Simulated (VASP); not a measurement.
# Au (R-3m) in VASP: further runs

Au is run at these levels: r2SCAN; tasks: single point.

All numbers are computed with VASP 6.6.1; they aren't measurements. Logs are shortened: lines on timing, memory, paths and dates and some standing lists are left out, and cuts for length are marked.

## (1) The cell of the first run

It takes space group R-3m (No. 166, trigonal). Conventional cell: a = 5.558 Å, b = 5.558 Å, c = 2.042 Å, α = 90.00°, β = 90.00°, γ = 120.00°. Au (site symmetry -3m) has 2 Au at 2.04 Å within 2.7 Å.

## (2) Single point, r2SCAN

Contents of POSCAR:

```
Au
1.0
   -2.2268976259      1.7029217140      1.7029217140
    1.7029217140     -2.2268976259      1.7029217140
    1.7029217140      1.7029217140     -2.2268976259
Au
1
Direct
    0.0000000000      0.0000000000      0.0000000000
```

Contents of INCAR.step1:

```
SYSTEM = Au
  PREC = Accurate
  ENCUT = 520
  ISMEAR = 0
  SIGMA = 0.15
  LREAL = .False.
  LASPH = .True.
  NELM = 80
  NBANDS = 12
  GGA = PE
  ALGO = Normal
  EDIFF = 1E-4
  LWAVE = .True.
  LCHARG = .False.
```

Contents of INCAR.step2:

```
SYSTEM = Au
  PREC = Accurate
  ENCUT = 520
  EDIFF = 1E-6
  ISMEAR = 0
  SIGMA = 0.15
  LREAL = .False.
  LASPH = .True.
  NELM = 80
  ALGO = Normal
  ISIF = 2
  LWAVE = .False.
  LCHARG = .False.
  METAGGA = R2SCAN
  LMIXTAU = .True.
  NBANDS = 12
  ISTART = 1
```

Contents of KPOINTS:

```
regular mesh
0
Gamma
  22 22 22
  0 0 0
```

Potentials or basis: VASP PAW PBE potentials, release 64 (Au).

Started as:

```sh
cat potpaw_PBE.64/Au/POTCAR > POTCAR
cp INCAR.step1 INCAR
mpirun -np 1 vasp_std > vasp.out
cp INCAR.step2 INCAR
mpirun -np 1 vasp_std > vasp.out
```

OUTCAR:

```text
SYSTEM = Au
   PREC = Accurate
   ENCUT = 520
   EDIFF = 1E-6
   ISMEAR = 0
   LREAL = .False.
   LASPH = .True.
   NELM = 80
   ISIF = 2
   METAGGA = R2SCAN
   ISTART = 1

 ion  position               nearest neighbor table
   1  0.000  0.000  0.000-

  LATTYP: Found a trigonal (rhomboedric) cell.
 ALAT       =     3.2800850239
 COS(alpha) =    -0.4354066986

  Lattice vectors:

 A1 = (  -2.2268976259,   1.7029217140,   1.7029217140)
 A2 = (   1.7029217140,  -2.2268976259,   1.7029217140)
 A3 = (   1.7029217140,   1.7029217140,  -2.2268976259)

Analysis of symmetry for initial positions (statically):
=====================================================================
 Subroutine PRICEL returns:
 Original cell was already a primitive cell.

 Routine SETGRP: Setting up the symmetry group for a
 trigonal (rhombohedral) supercell.

 Subroutine GETGRP returns: Found 12 space group operations
 (whereof 12 operations were pure point group operations)
 out of a pool of 12 trial point group operations.

The static configuration has the point symmetry D_3d.

Analysis of symmetry for dynamics (positions and initial velocities):
=====================================================================
 Subroutine PRICEL returns:
 Original cell was already a primitive cell.

 Routine SETGRP: Setting up the symmetry group for a
 trigonal (rhombohedral) supercell.

 Subroutine GETGRP returns: Found 12 space group operations
 (whereof 12 operations were pure point group operations)
 out of a pool of 12 trial point group operations.

The dynamic configuration has the point symmetry D_3d.

 Subroutine INISYM returns: Found 12 space group operations
 (whereof 12 operations are pure point group operations),
 and found     1 'primitive' translations

----------------------------------------------------------------------------------------

                                     Primitive cell

  volume of cell :      18.2070

  direct lattice vectors                    reciprocal lattice vectors
    -2.226897626  1.702921714  1.702921714     0.113095388  0.367560012  0.367560012
     1.702921714 -2.226897626  1.702921714     0.367560012  0.113095388  0.367560012
     1.702921714  1.702921714 -2.226897626     0.367560012  0.367560012  0.113095388

  length of vectors
     3.280085024  3.280085024  3.280085024     0.531969258  0.531969258  0.531969258

  position of ions in fractional coordinates (direct lattice)
     0.000000000  0.000000000  0.000000000

  ion indices of the primitive-cell ions
   primitive index   ion index
                 1           1

[... 84 lines left out ...]
   EMIN   =  10.00;   EMAX   =-10.00  energy-range for DOS
   EFERMI =   0.00;   METHOD = LEGACY
   ISMEAR =     0;   SIGMA  =   0.15  broadening in eV -4-tet -1-fermi 0-gaus
   EFERMI_NEDOS =   21; number of points for ismear=-14 and -15
   IALGO  =     38    algorithm
   IMIX   =      4    mixing-type and parameters
     AMIX     =   0.40;   BMIX     =  1.00
     AMIX_MAG =   1.60;   BMIX_MAG =  1.00
  volume/ion in A,a.u.               =      18.21       122.87
  Fermi-wavevector in a.u.,A,eV,Ry     =   1.383968  2.615320 26.060157  1.915367
  Thomas-Fermi vector in A             =   2.508516
   LORBIT       =      0    0 simple, 1 ext, 2 COOP (PROOUT), +10 PAW based schemes
   METAGGA = R2SCAN    functional components
   LHFCALC =     F    Hartree Fock is set to
   AEXX    =    0.0000 exact exchange contribution
   IVDW    =     0    specifies the selected vdW correction
   LEPSILON=     F    determine dielectric tensor
   LRPA    =     F    only Hartree local field effects (RPA)
 non-spin polarized calculation
 Gauss-broadening in eV      SIGMA  =   0.15
  energy-cutoff  :      520.00
  volume of cell :       18.21
 maximum number of plane-waves:       507
   NGX = 13   NGY = 13   NGZ = 13

 number of electron      10.9999999 magnetization

 Free energy of the ion-electron system (eV)
  ---------------------------------------------------
  ext. energy  EPLUGINS =         0.00000000
  ---------------------------------------------------
  free energy    TOTEN  =       -46.37034206 eV

  energy without entropy =      -46.36241241  energy(sigma->0) =      -46.36637723

 E-fermi :   8.2114     XC(G=0): -12.8258

 val. band max:        8.2111784009   @ k =  -0.3636  -0.4545   0.0455
 cond. band min:       8.2161466884   @ k =  -0.4091   0.5000   0.1364
 fundamental gap:      0.0049682876
 Fermi energy:         8.2114181292

 k-point     1 :       0.0000    0.0000    0.0000
  band No.  band energies     occupation
      1      -3.8501      2.00000
      2      -0.1731      2.00000
      3       2.8869      2.00000
      4       2.8869      2.00000
      5       8.2524      0.69955
      6       8.2524      0.69955
      7      20.7738      0.00000
      8      20.7738      0.00000
      9      21.0853      0.00000
     10      29.0785      0.00000
     11      29.0785      0.00000
     12      31.4517      0.00000
[... 331 lines left out ...]
 k-point    24 :      -0.4545    0.0455    0.0000
  band No.  band energies     occupation
      1      -0.4308      2.00000
      2       0.0959      2.00000
      3       4.6979      2.00000
      4       5.0889      2.00000
      5       6.4788      2.00000
      6      10.8562      0.00000
      7      20.4194      0.00000
      8      21.4438      0.00000
      9      22.8358      0.00000
     10      29.1770      0.00000
     11      29.6829      0.00000
     12      31.9298      0.00000

 [... further k-points ...]

------------------------ aborting loop because EDIFF is reached ----------------------------------------

  FORCE on cell =-STRESS in cart. coord.  units (eV):
  Direction    XX          YY          ZZ          XY          YZ          ZX
  --------------------------------------------------------------------------------------
  -------------------------------------------------------------------------------------
  Total       12.1469355     12.1469355     12.1469355     11.7769565     11.7769565     11.7769565
  in kB     1068.9030014   1068.9030014   1068.9030014   1036.3456837   1036.3456837   1036.3456837
  external PRESSURE =    1068.9030014 kB  Pullay stress =       0.0000000 kB

 VOLUME and BASIS-vectors are now :
 -----------------------------------------------------------------------------
  energy-cutoff  :      520.00
  volume of cell :       18.21
      direct lattice vectors                 reciprocal lattice vectors
    -2.226897626  1.702921714  1.702921714     0.113095388  0.367560012  0.367560012
     1.702921714 -2.226897626  1.702921714     0.367560012  0.113095388  0.367560012
     1.702921714  1.702921714 -2.226897626     0.367560012  0.367560012  0.113095388

 POSITION                                       TOTAL-FORCE (eV/Angst)
 -----------------------------------------------------------------------------------
      0.00000      0.00000      0.00000         0.000000      0.000000      0.000000
 -----------------------------------------------------------------------------------
    total drift:                                0.000000      0.000000     -0.000000

  FREE ENERGIE OF THE ION-ELECTRON SYSTEM (eV)
  ---------------------------------------------------
  free  energy   TOTEN  =       -46.3703420600 eV

  energy  without entropy=      -46.3624124064  energy(sigma->0) =      -46.36637723
```

Wall time 9.2 min (1 thread of Intel Xeon Platinum 8259CL at 2.50GHz (Skylake/Cascade Lake), shared host); peak memory 0.33 GiB.

Results:

- Free energy: -46.3703 eV
- Pressure: 106.9 GPa
- Band gap on the k mesh: zero (an odd number of electrons rules out a gap without spin polarisation)

Stress tensor (GPa, compression positive):
```
106.89 103.63 103.63
103.63 106.89 103.63
103.63 103.63 106.89
```

Caveat: the cell stands under pressure; the PAW data sets were made with another functional, which shifts forces and pressure a little; spin-orbit coupling is left out, which moves the levels of the heavy elements.

## (3) Single point, r2SCAN

This run uses another cell than the first one, of the same volume but with other edges.

Contents of POSCAR:

```
Au
1.0
   -1.8370007372      1.6620482860      1.6620482860
    1.6620482860     -1.8370007372      1.6620482860
    1.6620482860      1.6620482860     -1.8370007372
Au
1
Direct
    0.0000000000      0.0000000000      0.0000000000
```

Contents of INCAR.step1:

```
PREC = Accurate ; ENCUT = 520
ISMEAR = 0 ; SIGMA = 0.15
LREAL = False ; LASPH = True
NELM = 80 ; NBANDS = 12
GGA = PE ; ALGO = Normal
EDIFF = 1E-4 ; LWAVE = True
LCHARG = False
```

Contents of INCAR.step2:

```
PREC = Accurate ; ENCUT = 520
EDIFF = 1E-6 ; ISMEAR = 0
SIGMA = 0.15 ; LREAL = False
LASPH = True ; NELM = 80
ALGO = Normal ; ISIF = 2
LWAVE = False ; LCHARG = False
METAGGA = R2SCAN ; LMIXTAU = True
NBANDS = 12 ; ISTART = 1
```

Contents of KPOINTS:

```
regular mesh
0
Gamma
  22 22 22
```

Potentials or basis: VASP PAW PBE potentials, release 64 (Au).

Started as:

```sh
cat potpaw_PBE.64/Au/POTCAR > POTCAR
cp INCAR.step1 INCAR
mpirun -np 1 vasp_std > vasp.out
cp INCAR.step2 INCAR
mpirun -np 1 vasp_std > vasp.out
```

Run time: 8.1 min. Hardware: 1 thread of Intel Xeon Platinum 8259CL at 2.50GHz (Skylake/Cascade Lake), shared host; peak memory 0.33 GiB.

It converged, with:

| Property | Result |
| --- | --- |
| Free energy | -50.4064 eV |
| Pressure | 2.9 GPa |
| Band gap on the k mesh | zero (an odd number of electrons rules out a gap without spin polarisation) |

Stress tensor (GPa, compression positive):
```
 2.93 11.29 11.29
11.29  2.93 11.29
11.29 11.29  2.93
```

Levels at points of the mesh, in eV from the Fermi level:
```tsv
k point	band 2	band 3	band 4	band 5	band 6	band 7	band 8	band 9
(0.00, 0.00, 0.00)	-6.06	-4.42	-4.42	-2.60	-2.60	15.72	17.23	17.23
(0.50, 0.00, 0.00)	-5.56	-3.28	-3.27	-1.38	0.69	5.18	12.70	13.47
(0.50, 0.50, 0.00)	-6.14	-2.55	-2.43	-1.77	-0.68	2.14	11.46	17.61
(0.50, 0.50, 0.50)	-6.60	-2.36	-2.36	-0.94	6.53	7.03	7.03	10.09
```

Caveat: the PAW data sets were made with another functional, which shifts forces and pressure a little; spin-orbit coupling is left out, which moves the levels of the heavy elements.

## (4) Single point, r2SCAN

This run uses another cell than the first one, of the same volume but with other edges.

Contents of POSCAR:

```
Au
1.0
   -1.4555798493      1.6635198278      1.6635198278
    1.6635198278     -1.4555798493      1.6635198278
    1.6635198278      1.6635198278     -1.4555798493
Au
1
Direct
    0.0000000000      0.0000000000      0.0000000000
```

Contents of INCAR.step1:

```
  PREC = Accurate
  ENCUT = 520
  ISMEAR = 0
  SIGMA = 0.15
  LREAL = False
  LASPH = True
  NELM = 100
  NBANDS = 12
  GGA = PE
  ALGO = Normal
  EDIFF = 1E-4
  LWAVE = True
  LCHARG = False
```

Contents of INCAR.step2:

```
  PREC = Accurate
  ENCUT = 520
  EDIFF = 1E-6
  ISMEAR = 0
  SIGMA = 0.15
  LREAL = False
  LASPH = True
  NELM = 100
  ALGO = Normal
  ISIF = 2
  LWAVE = False
  LCHARG = True
  METAGGA = R2SCAN
  LMIXTAU = True
  LELF = True
  LVHAR = True
  NBANDS = 12
  ISTART = 1
```

KPOINTS is that of step 3.

Started as:

```sh
cat potpaw_PBE.64/Au/POTCAR > POTCAR
cp INCAR.step1 INCAR
mpirun -np 1 vasp_std > vasp.out
cp INCAR.step2 INCAR
mpirun -np 1 vasp_std > vasp.out
```

Run time: 9.3 min. Hardware: 1 thread of Intel Xeon Platinum 8259CL at 2.50GHz (Skylake/Cascade Lake), shared host; peak memory 0.33 GiB.

The run converged. Its results:

```yaml
Free_energy: -50.5168 eV
Pressure: 0.3 GPa
Band_gap_on_the_k_mesh: zero (an odd number of electrons rules out a gap without spin polarisation)
```

Stress tensor (GPa, compression positive):
```
 0.26 -1.75 -1.75
-1.75  0.26 -1.75
-1.75 -1.75  0.26
```

Levels at points of the mesh, in eV from the Fermi level:
```tsv
k point	band 2	band 3	band 4	band 5	band 6	band 7	band 8	band 9
(0.00, 0.00, 0.00)	-5.52	-5.52	-3.53	-2.66	-2.66	16.14	16.14	19.72
(0.50, 0.00, 0.00)	-6.05	-2.75	-2.61	-2.05	-0.59	2.63	14.04	15.41
(0.50, 0.50, 0.00)	-5.74	-3.10	-3.02	-1.08	0.72	4.82	9.99	16.08
(0.50, 0.50, 0.50)	-6.49	-3.11	-1.24	-1.24	6.70	6.70	7.37	10.10
```

Caveat: the PAW data sets were made with another functional, which shifts forces and pressure a little; spin-orbit coupling is left out, which moves the levels of the heavy elements.

## (5) Overview

| cell | gap on the mesh (eV) | pressure (GPa) |
| --- | --- | --- |
| a = 3.280 Å, angles 115.8°, 1 atom | none | 106.9 |
| a = 2.983 Å, angles 112.1°, 1 atom | none | 2.9 |
| a = 2.766 Å, angles 105.7°, 1 atom | none | 0.3 |

Alike in all rows: task single point; level r2SCAN; potentials or basis VASP PAW PBE potentials, release 64 (Au); no spin polarisation; k mesh 22 × 22 × 22; cutoff (eV) 520; smearing gaussian 0.15 eV.

Caveats: the PAW data sets were made with another functional, which shifts forces and pressure a little; spin-orbit coupling is left out, which moves the levels of the heavy elements; the cell stands under pressure (at least some runs).

Absolute energies hang on the potentials; compare differences alone.
